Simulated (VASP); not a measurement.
# TaC5 (C222) in VASP: further runs

Runs on TaC5. Level: PBE. Tasks: single point, relaxation of cell and atoms.

Program: VASP 6.6.1. These are calculated values, not measurements. Logs are shortened: lines on timing, memory, paths and dates and some standing lists are left out, and cuts for length are marked.

## Step 1: The cell of the first run

The structure is orthorhombic, space group C222 (No. 21). The conventional cell has a = 5.126 Å, b = 7.904 Å, c = 4.314 Å, α = 90.00°, β = 90.00°, γ = 90.00°. Ta (site symmetry 222) has 2 C at 1.70 Å within 2.3 Å. Within 2.3 Å of C (site symmetry 2) lie 1 Ta at 1.70 Å and 1 C at 2.25 Å. C (site symmetry 2) has 10 C at 2.49 to 3.22 Å and 4 Ta at 3.17 to 3.22 Å within 3.3 Å. Within 3.3 Å of C (site symmetry 222) lie 14 C at 2.25 to 3.22 Å and 2 Ta at 2.56 Å.

The cell was generated, and may not be a known phase.

## Step 2: Single point, PBE

The input, INCAR:

```
PREC = Accurate
ENCUT = 520
EDIFF = 1E-6
ISMEAR = 0
SIGMA = 0.1
LREAL = F
LASPH = T
NELM = 80
ALGO = Normal
ISIF = 2
LWAVE = F
LCHARG = F
GGA = PE
NBANDS = 24
```

The input, KPOINTS:

```
Automatic mesh
0
Gamma
  4 4 4
```

The input, POSCAR:

```
TaC5
1.0
    2.5630784700     -3.9520893800      0.0000000000
    2.5630784700      3.9520893800      0.0000000000
    0.0000000000      0.0000000000      4.3140924600
Ta C
1 5
Direct
    0.5000000000      0.5000000000      0.0000000000
    0.7156502000      0.2843498000      0.0000000000
    0.2843498000      0.7156502000      0.0000000000
    0.0000000000      0.5000000000      0.4917092100
    0.5000000000      0.0000000000      0.5082907900
    0.0000000000      0.0000000000      0.0000000000
```

Potentials or basis: VASP PAW PBE potentials, release 64 (Ta_pv, C).

Run with:

```sh
> cat potpaw_PBE.64/Ta_pv/POTCAR potpaw_PBE.64/C/POTCAR > POTCAR
> mpirun -np 1 vasp_std > vasp.out
```

OUTCAR:

```text
PREC = Accurate
   ENCUT = 520
   EDIFF = 1E-6
   ISMEAR = 0
   LREAL = F
   LASPH = T
   NELM = 80
   ISIF = 2
   GGA = PE

 ion  position               nearest neighbor table
   1  0.500  0.500  0.000-   2 1.70   3 1.70   6 2.56   6 2.56
   2  0.716  0.284  0.000-   1 1.70
   3  0.284  0.716  0.000-   1 1.70
   4  0.000  0.500  0.492-
   5  0.500  0.000  0.508-
   6  0.000  0.000  0.000-   1 2.56   1 2.56

  LATTYP: Found a base centered orthorhombic cell.
 ALAT       =     5.1261569400
 B/A-ratio  =     1.5419307002
 C/A-ratio  =     0.8415841556

  Lattice vectors:

 A1 = (   2.5630784700,  -3.9520893800,   0.0000000000)
 A2 = (   2.5630784700,   3.9520893800,   0.0000000000)
 A3 = (   0.0000000000,   0.0000000000,   4.3140924600)

Analysis of symmetry for initial positions (statically):
=====================================================================
 Subroutine PRICEL returns:
 Original cell was already a primitive cell.

 Routine SETGRP: Setting up the symmetry group for a
 base centered orthorhombic supercell.

 Subroutine GETGRP returns: Found  4 space group operations
 (whereof  4 operations were pure point group operations)
 out of a pool of  8 trial point group operations.

The static configuration has the point symmetry D_2 .

Analysis of symmetry for dynamics (positions and initial velocities):
=====================================================================
 Subroutine PRICEL returns:
 Original cell was already a primitive cell.

 Routine SETGRP: Setting up the symmetry group for a
 base centered orthorhombic supercell.

 Subroutine GETGRP returns: Found  4 space group operations
 (whereof  4 operations were pure point group operations)
 out of a pool of  8 trial point group operations.

The dynamic configuration has the point symmetry D_2 .

 Subroutine INISYM returns: Found  4 space group operations
 (whereof  4 operations are pure point group operations),
 and found     1 'primitive' translations

----------------------------------------------------------------------------------------

                                     Primitive cell

  volume of cell :      87.3993

  direct lattice vectors                    reciprocal lattice vectors
     2.563078470 -3.952089380  0.000000000     0.195077913 -0.126515357  0.000000000
     2.563078470  3.952089380  0.000000000     0.195077913  0.126515357  0.000000000
     0.000000000  0.000000000  4.314092460     0.000000000  0.000000000  0.231798463

  length of vectors
     4.710454512  4.710454512  4.314092460     0.232511350  0.232511350  0.231798463

  position of ions in fractional coordinates (direct lattice)
     0.500000000  0.500000000  0.000000000
     0.715650200  0.284349800  0.000000000
     0.284349800  0.715650200  0.000000000
     0.000000000  0.500000000  0.491709210
     0.500000000  0.000000000  0.508290790
     0.000000000  0.000000000  0.000000000

  ion indices of the primitive-cell ions
   primitive index   ion index
                 1           1
                 2           2
                 3           3
                 4           4
                 5           5
                 6           6

----------------------------------------------------------------------------------------

 KPOINTS: Automatic mesh

Automatic generation of k-mesh.
 Grid dimensions read from file:
 generate k-points for:    4    4    4

 Generating k-lattice:

  Cartesian coordinates                     Fractional coordinates (reciprocal lattice)
     0.048769478 -0.031628839  0.000000000     0.250000000  0.000000000  0.000000000
     0.048769478  0.031628839  0.000000000     0.000000000  0.250000000  0.000000000
     0.000000000  0.000000000  0.057949616     0.000000000  0.000000000  0.250000000

  Length of vectors
     0.058127838  0.058127838  0.057949616

  Shift w.r.t. Gamma in fractional coordinates (k-lattice)
     0.000000000  0.000000000  0.000000000

 Subroutine IBZKPT returns following result:
 ===========================================

 Found     21 irreducible k-points:

 Following reciprocal coordinates:
            Coordinates               Weight
  0.000000  0.000000  0.000000      1.000000
  0.250000  0.000000  0.000000      4.000000
  0.500000  0.000000  0.000000      2.000000
  0.250000  0.250000  0.000000      2.000000
  0.500000  0.250000  0.000000      4.000000
 -0.250000  0.250000  0.000000      2.000000
[... 13 lines left out ...]
 -0.250000  0.250000  0.500000      2.000000
  0.500000  0.500000  0.500000      1.000000
   k-points           NKPTS =     21   k-points in BZ     NKDIM =     21   number of bands    NBANDS=     24
   number of dos      NEDOS =    301   number of ions     NIONS =      6
   total plane-waves  NPLWV =  41472
   dimension x,y,z NGX =    36 NGY =   36 NGZ =   32
   dimension x,y,z NGXF=    72 NGYF=   72 NGZF=   64
   ions per type =               1   5
   NGX,Y,Z   is equivalent  to a cutoff of  12.71, 12.71, 12.33 a.u.
   NGXF,Y,Z  is equivalent  to a cutoff of  25.41, 25.41, 24.66 a.u.
 SYSTEM =  unknown system
   PREC   = accura    normal or accurate (medium, high low for compatibility)
   ISTART =      0    job   : 0-new  1-cont  2-samecut
   ICHARG =      2    charge: 1-file 2-atom 10-const
   ISPIN  =      1    spin polarized calculation?
   LNONCOLLINEAR =      F non collinear calculations
   LSORBIT =      F    spin-orbit coupling
   LASPH  =      T    aspherical Exc in radial PAW
   ENCUT  =  520.0 eV  38.22 Ry    6.18 a.u.   8.76  8.76  8.02*2*pi/ulx,y,z
   NELM   =     80;   NELMIN=  2; NELMDL= -5     # of ELM steps
   EDIFF  = 0.1E-05   stopping-criterion for ELM
   LREAL  =      F    real-space projection
   EDIFFG = 0.1E-04   stopping-criterion for IOM
   NSW    =      0    number of steps for IOM
   IBRION =     -1    ionic relax: 0-MD 1-quasi-New 2-CG
   NFREE  =      0    steps in history (QN), initial steepest desc. (CG)
   ISIF   =      2    stress and relaxation
   ISYM   =      2    0-nonsym 1-usesym 2-fastsym
   POTIM  = 0.5000    time-step for ionic-motion
   TEBEG  =    0.0;   TEEND  =   0.0 temperature during run
   PSTRESS=    0.0 pullay stress
   NELECT =      31.0000    total number of electrons
   NUPDOWN=      -1.0000    fix difference up-down
   EMIN   =  10.00;   EMAX   =-10.00  energy-range for DOS
   EFERMI =   0.00;   METHOD = LEGACY
   ISMEAR =     0;   SIGMA  =   0.10  broadening in eV -4-tet -1-fermi 0-gaus
   EFERMI_NEDOS =   21; number of points for ismear=-14 and -15
   IALGO  =     38    algorithm
   IMIX   =      4    mixing-type and parameters
     AMIX     =   0.40;   BMIX     =  1.00
     AMIX_MAG =   1.60;   BMIX_MAG =  1.00
  volume/ion in A,a.u.               =      14.57        98.30
  Fermi-wavevector in a.u.,A,eV,Ry     =   1.158847  2.189903 18.271616  1.342926
  Thomas-Fermi vector in A             =   2.295445
   LORBIT       =      0    0 simple, 1 ext, 2 COOP (PROOUT), +10 PAW based schemes
   GGA     = PE    functional components
   LHFCALC =     F    Hartree Fock is set to
   AEXX    =    0.0000 exact exchange contribution
   IVDW    =     0    specifies the selected vdW correction
   LEPSILON=     F    determine dielectric tensor
   LRPA    =     F    only Hartree local field effects (RPA)
 non-spin polarized calculation
 Gauss-broadening in eV      SIGMA  =   0.10
  energy-cutoff  :      520.00
  volume of cell :       87.40
 maximum number of plane-waves:      2368
   NGX = 17   NGY = 17   NGZ = 17

 number of electron      31.0000001 magnetization

 Free energy of the ion-electron system (eV)
  ---------------------------------------------------
  ext. energy  EPLUGINS =         0.00000000
  ---------------------------------------------------
  free energy    TOTEN  =       -30.96965524 eV

  energy without entropy =      -30.94310544  energy(sigma->0) =      -30.95638034

 E-fermi :   1.9204     XC(G=0): -10.0204

 val. band max:        1.9141230268   @ k =   0.5000   0.5000   0.2500
 cond. band min:       1.9221900763   @ k =   0.2500   0.0000   0.0000
 fundamental gap:      0.0080670496
 Fermi energy:         1.9203920263

 k-point     1 :       0.0000    0.0000    0.0000
  band No.  band energies     occupation
      1     -33.2885      2.00000
      2     -32.4617      2.00000
      3     -32.2381      2.00000
      4     -10.8973      2.00000
      5      -6.8108      2.00000
      6      -6.3618      2.00000
[... 16 lines left out ...]
     23       5.3724      0.00000
     24       6.1647      0.00000

 k-point     2 :       0.2500    0.0000    0.0000
  band No.  band energies     occupation
      1     -33.2902      2.00000
      2     -32.4615      2.00000
      3     -32.2393      2.00000
      4     -10.5106      2.00000
      5      -7.6398      2.00000
      6      -6.3049      2.00000
[... 16 lines left out ...]
     23       5.3368      0.00000
     24       5.9141      0.00000

 k-point     3 :       0.5000    0.0000    0.0000
  band No.  band energies     occupation
      1     -33.2919      2.00000
      2     -32.4613      2.00000
      3     -32.2405      2.00000
      4      -9.7938      2.00000
      5      -8.7648      2.00000
      6      -6.1294      2.00000
[... 16 lines left out ...]
     23       5.1508      0.00000
     24       5.2362      0.00000

 k-point     4 :       0.2500    0.2500    0.0000
  band No.  band energies     occupation
      1     -33.2919      2.00000
      2     -32.4613      2.00000
      3     -32.2405      2.00000
      4      -9.9670      2.00000
      5      -8.2035      2.00000
      6      -6.7870      2.00000
[... 16 lines left out ...]
     23       4.5696      0.00000
     24       5.7600      0.00000

 k-point     5 :       0.5000    0.2500    0.0000
  band No.  band energies     occupation
      1     -33.2936      2.00000
      2     -32.4612      2.00000
      3     -32.2406      2.00000
      4      -9.5414      2.00000
      5      -8.6560      2.00000
      6      -6.7718      2.00000
[... 16 lines left out ...]
     23       4.9389      0.00000
     24       5.1362      0.00000

 k-point     6 :      -0.2500    0.2500    0.0000
  band No.  band energies     occupation
      1     -33.2920      2.00000
      2     -32.4614      2.00000
      3     -32.2394      2.00000
      4     -10.3176      2.00000
      5      -7.8016      2.00000
      6      -6.5306      2.00000
[... 16 lines left out ...]
     23       5.1665      0.00000
     24       5.3953      0.00000
[... 298 lines left out ...]
 k-point    18 :       0.2500    0.2500    0.5000
  band No.  band energies     occupation
      1     -33.2911      2.00000
      2     -32.4685      2.00000
      3     -32.2399      2.00000
      4      -9.4060      2.00000
      5      -7.2628      2.00000
      6      -7.1516      2.00000
[... 16 lines left out ...]
     23       5.0599      0.00000
     24       5.1469      0.00000

 k-point    19 :       0.5000    0.2500    0.5000
  band No.  band energies     occupation
      1     -33.2929      2.00000
      2     -32.4683      2.00000
      3     -32.2400      2.00000
      4      -8.9133      2.00000
      5      -7.9084      2.00000
      6      -7.7844      2.00000
[... 16 lines left out ...]
     23       4.8664      0.00000
     24       5.0017      0.00000

 k-point    20 :      -0.2500    0.2500    0.5000
  band No.  band energies     occupation
      1     -33.2912      2.00000
      2     -32.4685      2.00000
      3     -32.2388      2.00000
      4      -9.5384      2.00000
      5      -8.1840      2.00000
      6      -7.5311      2.00000
[... 16 lines left out ...]
     23       4.9680      0.00000
     24       5.1685      0.00000

 k-point    21 :       0.5000    0.5000    0.5000
  band No.  band energies     occupation
      1     -33.2946      2.00000
      2     -32.4682      2.00000
      3     -32.2401      2.00000
      4      -8.4598      2.00000
      5      -8.1441      2.00000
      6      -7.4187      2.00000
[... 16 lines left out ...]
     23       5.0035      0.00000
     24       5.5721      0.00000

------------------------ aborting loop because EDIFF is reached ----------------------------------------

  FORCE on cell =-STRESS in cart. coord.  units (eV):
  Direction    XX          YY          ZZ          XY          YZ          ZX
  --------------------------------------------------------------------------------------
  -------------------------------------------------------------------------------------
  Total      -14.4629615     23.3392483     -9.9626202      0.0000000      0.0000000      0.0000000
  in kB     -265.1305105    427.8478380   -182.6316531      0.0000000      0.0000000      0.0000000
  external PRESSURE =      -6.6381085 kB  Pullay stress =       0.0000000 kB

 VOLUME and BASIS-vectors are now :
 -----------------------------------------------------------------------------
  energy-cutoff  :      520.00
  volume of cell :       87.40
      direct lattice vectors                 reciprocal lattice vectors
     2.563078470 -3.952089380  0.000000000     0.195077913 -0.126515357  0.000000000
     2.563078470  3.952089380  0.000000000     0.195077913  0.126515357  0.000000000
     0.000000000  0.000000000  4.314092460     0.000000000  0.000000000  0.231798463

 POSITION                                       TOTAL-FORCE (eV/Angst)
 -----------------------------------------------------------------------------------
      2.56308      0.00000      0.00000         0.000000     -0.000000      0.000000
      2.56308     -1.70454      0.00000         0.000000    -11.369382     -0.000000
      2.56308      1.70454      0.00000         0.000000     11.369382      0.000000
      1.28154      1.97604      2.12128        -0.000000      0.000000     -0.175531
      1.28154     -1.97604      2.19281         0.000000      0.000000      0.175531
      0.00000      0.00000      0.00000         0.000000     -0.000000      0.000000
 -----------------------------------------------------------------------------------
    total drift:                                0.000000     -0.000000     -0.000000

  FREE ENERGIE OF THE ION-ELECTRON SYSTEM (eV)
  ---------------------------------------------------
  free  energy   TOTEN  =       -30.9696552449 eV

  energy  without entropy=      -30.9431054382  energy(sigma->0) =      -30.95638034
```

Run time: 21 s. Hardware: 1 thread of Intel Xeon 6975P-C (Granite Rapids), shared host; peak memory 0.21 GiB.

Results:

```
Free energy            : -30.9697 eV
Pressure               : -0.7 GPa
Largest force          : 11.369 eV/Å
Band gap on the k mesh : zero (an odd number of electrons rules out a gap without spin polarisation)
```

Forces on the atoms (eV/Å):
```
Ta    0.000   0.000   0.000
C     0.000 -11.369   0.000
C     0.000  11.369   0.000
C     0.000   0.000  -0.176
C     0.000   0.000   0.176
C     0.000   0.000   0.000
```

Stress tensor (GPa, compression positive):
```
-26.51   0.00   0.00
  0.00  42.78   0.00
  0.00   0.00 -18.26
```

Caveat: the k points lie up to 0.37 Å⁻¹ apart, too coarse for converged energies and pressures of a metal; spin-orbit coupling is left out, which moves the levels of the heavy elements; forces of over 1 eV/Å act on the atoms, so gaps and moduli don't describe the material at rest.

## Step 3: Relaxation of cell and atoms, PBE

The input, INCAR:

```
  ALGO = Normal
  EDIFF = 1E-6
  EDIFFG = -0.04
  ENCUT = 600
  GGA = PE
  IBRION = 2
  ISIF = 3
  ISMEAR = 0
  LASPH = T
  LCHARG = F
  LREAL = F
  LWAVE = F
  NELM = 100
  NSW = 90
  PREC = Accurate
  SIGMA = 0.1
```

The input, KPOINTS:

```
k-points
0
Gamma
  4 4 4
```

POSCAR is that of step 2.

Potentials or basis: VASP PAW PBE potentials, release 64 (Ta_pv, C).

Run with:

```sh
> cat potpaw_PBE.64/Ta_pv/POTCAR potpaw_PBE.64/C/POTCAR > POTCAR
> mpirun -np 1 vasp_std > vasp.out
```

It took 9.3 min on 1 thread of Intel Xeon 6975P-C (Granite Rapids), shared host; peak memory 0.27 GiB.

It converged, with:

```
Free energy                           : -50.0447 eV
Relaxed volume                        : 10.39 Å³/atom
Relaxed cell                          : a = 4.738 Å, b = 4.738 Å, c = 3.285 Å, α = 90.00°, β = 90.00°, γ = 122.32°
Space group after relaxing (to 0.1 Å) : C222 (No. 21)
Energy gained by relaxing             : 3179.0 meV/atom
Ionic steps                           : 43
Pressure after relaxing               : -0.2 GPa
Largest force after relaxing          : 0.009 eV/Å
Band gap on the k mesh                : zero (an odd number of electrons rules out a gap without spin polarisation)
```

Forces on the atoms (eV/Å):
```
Ta   0.000  0.000  0.000
C    0.000  0.009  0.000
C    0.000 -0.009  0.000
C    0.000  0.000 -0.008
C    0.000  0.000  0.008
C    0.000  0.000  0.000
```

Stress tensor (GPa, compression positive):
```
-0.37  0.00  0.00
 0.00  0.17  0.00
 0.00  0.00 -0.26
```

The path:
```csv
step,energy change (eV),largest force (eV/Å),pressure (GPa),volume (Å³)
1,0.0000,11.3685,-0.71,87.40
3,-4.9780,0.6141,-32.46,84.28
5,-8.4892,2.6916,-0.63,58.54
7,-10.9498,1.4352,25.36,50.15
9,-11.8429,7.7967,22.79,50.78
11,-14.1116,3.0360,-18.06,55.65
13,-14.8382,2.1952,-16.89,55.22
15,-15.0306,1.5766,-8.22,53.83
17,-15.3930,2.6530,9.30,51.42
19,-15.8235,2.6109,13.60,50.60
21,-15.2327,2.1222,77.24,45.98
23,-16.8742,2.1353,23.67,49.56
25,-17.8725,2.9491,10.31,53.66
27,-18.5085,2.2596,-5.43,59.57
29,-19.0012,0.9941,-5.74,63.19
31,-19.0568,0.1294,0.52,61.71
33,-19.0644,0.2934,-0.98,62.02
35,-19.0672,0.1145,-0.06,61.86
37,-19.0683,0.0874,0.24,61.85
39,-19.0726,0.1058,0.24,62.11
41,-19.0733,0.1453,0.21,62.22
43,-19.0739,0.0091,-0.15,62.31
```

Final structure:
```yaml
crystal:
  lattice:
    - [2.28542, -4.15042, 0.00000]
    - [2.28542, 4.15042, 0.00000]
    - [0.00000, 0.00000, 3.28452]
  atoms:
    - { symbol: Ta, position: [0.50000, 0.50000, 0.00000] }
    - { symbol: C, position: [0.83360, 0.16640, 0.00000] }
    - { symbol: C, position: [0.16640, 0.83360, 0.00000] }
    - { symbol: C, position: [0.00000, 0.50000, 0.14296] }
    - { symbol: C, position: [0.50000, 0.00000, 0.85704] }
    - { symbol: C, position: [0.00000, 0.00000, 0.00000] }
```

Levels at points of the mesh, in eV from the Fermi level:
```csv
k point,band 14,band 15,band 16,band 17,band 18,band 19
"(0.00, 0.00, 0.00)",0.03,0.06,0.42,1.55,1.61,1.84
"(0.50, 0.00, 0.00)",-2.05,-1.63,-0.33,1.35,2.14,2.29
"(0.50, 0.50, 0.00)",-1.43,-1.40,-1.18,1.53,2.15,2.20
"(0.00, 0.00, 0.50)",-1.59,-1.47,0.49,1.72,2.02,2.24
"(0.50, 0.00, 0.50)",-2.32,-0.16,0.68,1.04,1.77,2.05
"(0.50, 0.50, 0.50)",-2.20,-1.15,0.69,1.14,2.30,2.31
```

Caveat: the k points lie up to 0.48 Å⁻¹ apart in the final cell, too coarse for converged energies and pressures of a metal; the volume moved by over 15 % at a fixed basis, so the end points are rough; spin-orbit coupling is left out, which moves the levels of the heavy elements.

The gap in the log of VASP goes by the Fermi energy; the results here count the filled bands.